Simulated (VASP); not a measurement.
The system is KBr.

```xyz
2
Lattice="-0.1662 3.2556 3.2556 3.2556 -0.1662 3.2556 3.2556 3.2556 -0.1662" Properties=species:S:1:pos:R:3 pbc="T T T"
K     0.0000    0.0000    0.0000
Br    3.1725    3.1725    3.1725
```

This cell differs from its parent crystal: epitaxial 111 strain +3.6%.

Base run:

- Program: VASP 6.6.1
- Functional: r2SCAN
- Potentials or basis: VASP PAW PBE potentials, release 64 (K_sv, Br)
- Cutoff: 520 eV
- k mesh: 6 × 6 × 6
- Occupations: gaussian, width 0.01 eV
- Spin: no spin polarisation

Its results: band gap on the k mesh 4.86 eV; pressure -0.5 GPa.

**Question.** The run is repeated on the same cell with these changes: functional from r2SCAN to PBE; occupations from gaussian, width 0.01 eV to fermi-dirac, width 0.02 eV. What comes out?

**Answer.** Band gap on the k mesh 4.22 eV; pressure 0.2 GPa.

Caveats: the PAW data sets were made with another functional, which shifts forces and pressure a little (at least some runs).

